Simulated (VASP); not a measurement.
The system is Pb.

```
CELL_PARAMETERS angstrom
0.00000 2.49464 2.49464
2.49464 0.00000 2.49464
2.49464 2.49464 0.00000
ATOMIC_POSITIONS crystal
Pb 0.00000 0.00000 0.00000
```

Base run:

| Item | Value |
| --- | --- |
| Program | VASP 6.6.1 |
| Functional | r2SCAN |
| Potentials or basis | VASP PAW PBE potentials, release 64 (Pb_d) |
| Cutoff | 520 eV |
| k mesh | 11 × 11 × 11 |
| Occupations | fermi-dirac, width 0.1 eV |
| Spin | no spin polarisation |

Its results: band gap on the k mesh zero (band 7 reaches 14.50 eV, above the bottom of band 8 at 5.53 eV); pressure 0.0 GPa.

Problem. After a change of settings the same cell gave: band gap on the k mesh zero (band 7 reaches 14.48 eV, above the bottom of band 8 at 5.36 eV); pressure -0.8 GPa. Which change was it?
A. k mesh from 11 × 11 × 11 to 3 × 3 × 3
B. occupations from fermi-dirac, width 0.1 eV to fermi-dirac, width 0.6 eV
C. occupations from fermi-dirac, width 0.1 eV to gaussian, width 0.3 eV; further incar settings from ALGO = Normal; EDIFF = 1e-07; NBANDS = 13 to ALGO = Normal; EDIFF = 1e-06; NBANDS = 13
D. k mesh from 11 × 11 × 11 to 18 × 18 × 18

Solution. A.

Caveats: some runs use coarse meshes; the PAW data sets were made with another functional, which shifts forces and pressure a little; spin-orbit coupling is left out, which moves the levels of the heavy elements.
